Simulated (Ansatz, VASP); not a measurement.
**Two plane-wave programs on PtSe2**

Contents of POSCAR:

```
PtSe2
1.0
    3.7286503637      0.0000000000      0.0000000000
   -1.8643251819      3.2291059368      0.0000000000
    0.0000000000      0.0000000000      5.2771566385
Pt Se
1 2
Direct
    0.0000000000      0.0000000000      0.0000000000
    0.3333333333      0.6666666667      0.2462188963
    0.6666666667      0.3333333333      0.7537811037
```

The input INCAR.step1:

```
  ALGO = Normal
  EDIFF = 1E-4
  ENCUT = 520
  GGA = PE
  ISMEAR = -1
  LASPH = T
  LCHARG = F
  LREAL = F
  LWAVE = T
  NBANDS = 18
  NELM = 60
  PREC = Accurate
  SIGMA = 0.02
```

Contents of INCAR.step2:

```
  ALGO = Normal
  EDIFF = 1E-6
  ENCUT = 520
  ISIF = 2
  ISMEAR = -1
  ISTART = 1
  LASPH = T
  LCHARG = F
  LMIXTAU = T
  LREAL = F
  LWAVE = F
  METAGGA = R2SCAN
  NBANDS = 18
  NELM = 60
  PREC = Accurate
  SIGMA = 0.02
```

The input KPOINTS:

```
k-points
0
Gamma
  12 12 6
```

Input for Ansatz:

```yaml
crystal:
  lattice:
    - [3.7286503637, 0.0, 0.0]
    - [-1.8643251819, 3.2291059368, 0.0]
    - [0.0, 0.0, 5.2771566385]
  atoms:
    - { symbol: Pt, position: [0.0, 0.0, 0.0] }
    - { symbol: Se, position: [0.3333333333, 0.6666666667, 0.2462188963] }
    - { symbol: Se, position: [0.6666666667, 0.3333333333, 0.7537811037] }
kpoints:
  mp_grid: { grid: [12, 12, 6] }
  band_path:
    path:
      - [0.0, 0.0, 0.0]
      - [0.5, 0.0, 0.0]
      - [0.3333333333, 0.3333333333, 0.0]
      - [0.0, 0.0, 0.5]
      - [0.5, 0.0, 0.5]
      - [0.3333333333, 0.3333333333, 0.5]
      - [0.3, 0.3, 0.0]
      - [0.0, 0.25, 0.3333333333]
    npoints: 1
hamiltonian:
  xc: r2scan
scf:
  occupations: { method: fermi_dirac, width: 0.02 }
  n_extra_bands: 4
output:
  forces: true
  stress: true
  eigenvalues: true
```

Alike in both runs: task single point; functional r2SCAN; k mesh 12 × 12 × 6; occupations fermi-dirac, width 0.02 eV; no spin polarisation.

|  | VASP | Ansatz |
| --- | --- | --- |
| version | VASP 6.6.1 | Ansatz 0.2.0 |
| potentials or method | VASP PAW PBE potentials, release 64 (Pt, Se) | plane waves, PAW |
| plane-wave cutoff (eV) | 520 | 500 |
| valence electrons in the cell | 22 | 50 |

```tsv
	VASP	Ansatz	Ansatz less VASP
pressure (GPa)	1.4	1.4	-0.07
rms of the force components (eV/Å)	0.009	0.015	+0.0061
```

VASP's potentials were made for PBE, not for r2SCAN. Atom by atom the forces differ by 0.006 eV/Å (rms over components). With one functional, cell and mesh, what is left measures potentials, basis and numerics. VASP's potentials hold 22 valence electrons a cell and Ansatz's 50, so a difference there can come from the potentials and not from the codes.

Spin-orbit coupling is off throughout.
